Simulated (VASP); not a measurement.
# Ga (I4/mmm) in VASP: further runs, part 2 of 2

VASP 6.6.1.

## (4) Elastic constants, LDA

File INCAR:

```
PREC = Accurate ; ENCUT = 500
EDIFF = 1E-8 ; ISMEAR = 1
SIGMA = 0.05 ; LREAL = F
LASPH = T ; NELM = 120
ALGO = Normal ; ISIF = 3
LWAVE = F ; LCHARG = F
GGA = CA ; NBANDS = 12
IBRION = 6 ; NFREE = 2
POTIM = 0.015 ; NSW = 1
GGA_COMPAT = F
```

File KPOINTS:

```
Automatic mesh
0
Gamma
  9 9 9
```

File POSCAR:

```
Ga
1.0
   -1.3843987200      1.3843987200      2.3112238350
    1.3843987200     -1.3843987200      2.3112238350
    1.3843987200      1.3843987200     -2.3112238350
Ga
1
Direct
    0.0000000000      0.0000000000      0.0000000000
```

Potentials or basis: VASP PAW LDA potentials, release 64 (Ga_d).

Command:

```bash
> cat potpaw_LDA.64/Ga_d/POTCAR > POTCAR
> mpirun -np 1 vasp_std > vasp.out
```

OUTCAR:

```text
PREC = Accurate
   ENCUT = 500
   EDIFF = 1E-8
   ISMEAR = 1
   LREAL = F
   LASPH = T
   NELM = 120
   ISIF = 3
   GGA = CA
   IBRION = 6
   NFREE = 2
   POTIM = 0.015
   NSW = 1

 ion  position               nearest neighbor table
   1  0.000  0.000  0.000-

  LATTYP: Found a body centered tetragonal cell.
 ALAT       =     2.7687974400
 C/A-ratio  =     1.6694784542

  Lattice vectors:

 A1 = (  -1.3843987200,   1.3843987200,   2.3112238350)
 A2 = (   1.3843987200,  -1.3843987200,   2.3112238350)
 A3 = (   1.3843987200,   1.3843987200,  -2.3112238350)

Analysis of symmetry for initial positions (statically):
=====================================================================
 Subroutine PRICEL returns:
 Original cell was already a primitive cell.

 Routine SETGRP: Setting up the symmetry group for a
 body centered tetragonal supercell.

 Subroutine GETGRP returns: Found 16 space group operations
 (whereof 16 operations were pure point group operations)
 out of a pool of 16 trial point group operations.

The static configuration has the point symmetry D_4h.

Analysis of symmetry for dynamics (positions and initial velocities):
=====================================================================
 Subroutine PRICEL returns:
 Original cell was already a primitive cell.

 Routine SETGRP: Setting up the symmetry group for a
 body centered tetragonal supercell.

[... 712 lines left out ...]
  --------------------------------------------------------------------------------------
  -------------------------------------------------------------------------------------
  Total       -0.1289272     -0.1289272     -0.3476637      0.0000000      0.0000000      0.0000000
  in kB      -11.6581836    -11.6581836    -31.4373202      0.0000000      0.0000000      0.0000000
  external PRESSURE =     -18.2512291 kB  Pullay stress =       0.0000000 kB
[... 16 lines left out ...]
  FREE ENERGIE OF THE ION-ELECTRON SYSTEM (eV)
  ---------------------------------------------------
  free  energy   TOTEN  =        -3.5515462662 eV

  energy  without entropy=       -3.5516781031  energy(sigma->0) =       -3.55159021

 INTERNAL STRAIN TENSORS FROM STRAINED CELLS
 ============================================

 INTERNAL STRAIN TENSOR FOR ION    1 for displacements in x,y,z  (eV/Angst):
          X           Y           Z          XY          YZ          ZX
  --------------------------------------------------------------------------------
  x     0.00000    -0.00000     0.00000    -0.00000     0.00000    -0.00000
  y    -0.00000     0.00000     0.00000     0.00000    -0.00000    -0.00000
  z     0.00000     0.00000     0.00000     0.00000    -0.00000    -0.00000

 INTERNAL STRAIN TENSORS FROM DISPLACED ATOMS
 ============================================

 INTERNAL STRAIN TENSOR FOR ION    1 for displacements in x,y,z  (eV/Angst):
          X           Y           Z          XY          YZ          ZX
  --------------------------------------------------------------------------------
  x     0.00000     0.00000     0.00000     0.00000     0.00000     0.00000
  y     0.00000     0.00000     0.00000     0.00000     0.00000     0.00000
  z     0.00000     0.00000     0.00000     0.00000     0.00000     0.00000

 Eigenvectors and eigenvalues of the dynamical matrix
 ----------------------------------------------------

   1 f  =    0.000000 THz     0.000000 2PiTHz    0.000000 cm-1     0.000000 meV
             X         Y         Z           dx          dy          dz
      0.000000  0.000000  0.000000     1.000000    0.000000    0.000000

   2 f  =    0.000000 THz     0.000000 2PiTHz    0.000000 cm-1     0.000000 meV
             X         Y         Z           dx          dy          dz
      0.000000  0.000000  0.000000     0.000000    1.000000    0.000000

   3 f  =    0.000000 THz     0.000000 2PiTHz    0.000000 cm-1     0.000000 meV
             X         Y         Z           dx          dy          dz
      0.000000  0.000000  0.000000     0.000000    0.000000    1.000000

--------------------------------------------------------------------------------------------------------

 ELASTIC MODULI CONTR FROM IONIC RELAXATION (kBar)
 Direction    XX          YY          ZZ          XY          YZ          ZX
 --------------------------------------------------------------------------------
 XX           0.0000      0.0000      0.0000      0.0000      0.0000      0.0000
 YY           0.0000      0.0000      0.0000      0.0000      0.0000      0.0000
 ZZ           0.0000      0.0000      0.0000      0.0000      0.0000      0.0000
 XY           0.0000      0.0000      0.0000      0.0000      0.0000      0.0000
 YZ           0.0000      0.0000      0.0000      0.0000      0.0000      0.0000
 ZX           0.0000      0.0000      0.0000      0.0000      0.0000      0.0000
 --------------------------------------------------------------------------------

 TOTAL ELASTIC MODULI (kBar)
 Direction    XX          YY          ZZ          XY          YZ          ZX
 --------------------------------------------------------------------------------
 XX        -632.0734   1269.4546    844.1188      0.0000      0.0000      0.0000
 YY        1269.4546   -632.0734    844.1188      0.0000     -0.0000      0.0000
 ZZ         844.1188    844.1188    508.6465      0.0000     -0.0000      0.0000
 XY           0.0000      0.0000      0.0000  -1033.7891      0.0000      0.0000
 YZ           0.0000     -0.0000     -0.0000      0.0000  -1636.9902      0.0000
 ZX           0.0000      0.0000      0.0000      0.0000      0.0000  -1636.9904
 --------------------------------------------------------------------------------
```

stdout:

```text
POSCAR found type information on POSCAR Ga
 POSCAR found :  1 types and       1 ions
 scaLAPACK will be used
 LDA part: xc-table for (Slater(with rela. corr.)+CA(PZ))
 , standard interpolation
 POSCAR, INCAR and KPOINTS ok, starting setup
 FFT: planning ... GRIDC
 FFT: planning ... GRID_SOFT
 FFT: planning ... GRID
 WAVECAR not read
 entering main loop
 Found     2 degrees of freedom:
 Adding 6 more for cell shape distortion
 Finite differences POTIM= 0.01500 DOF=   8
 bond charge predicted
 Finite differences progress:
 bond charge predicted
 Finite differences progress:
 bond charge predicted
 Finite differences progress:
 bond charge predicted
 Finite differences progress:
 bond charge predicted
 Finite differences progress:
 bond charge predicted
 Finite differences progress:
 bond charge predicted
 Finite differences progress:
 bond charge predicted
 Finite differences progress:
 bond charge predicted
 Finite differences progress:
 bond charge predicted
 Finite differences progress:
 bond charge predicted
 Finite differences progress:
 bond charge predicted
 Finite differences progress:
 bond charge predicted
 Finite differences progress:
 bond charge predicted
 Finite differences progress:
 bond charge predicted
 Finite differences progress:
 bond charge predicted
 Finite differences progress:
```

It took 2.6 min on 1 thread of AMD EPYC 9R45 (Zen 5), shared host; peak memory 0.16 GiB.

What came out:

| Quantity | Value |
| --- | --- |
| Voigt bulk modulus | 57 GPa |

Elastic tensor in Voigt notation (GPa, in the Cartesian axes of the cell as first typed):
```
 -63  127   84    0    0    0
 127  -63   84    0    0    0
  84   84   51    0    0    0
   0    0    0 -164    0    0
   0    0    0    0 -164    0
   0    0    0    0    0 -103
```

Clamped-ion elastic tensor (GPa):
```
 -63  127   84    0    0    0
 127  -63   84    0    0    0
  84   84   51    0    0    0
   0    0    0 -164    0    0
   0    0    0    0 -164    0
   0    0    0    0    0 -103
```

Caveat: the cell is under stress, which shifts elastic constants; the elastic tensor has a negative eigenvalue, so either the cell is unstable as it stands or the mesh is too thin.
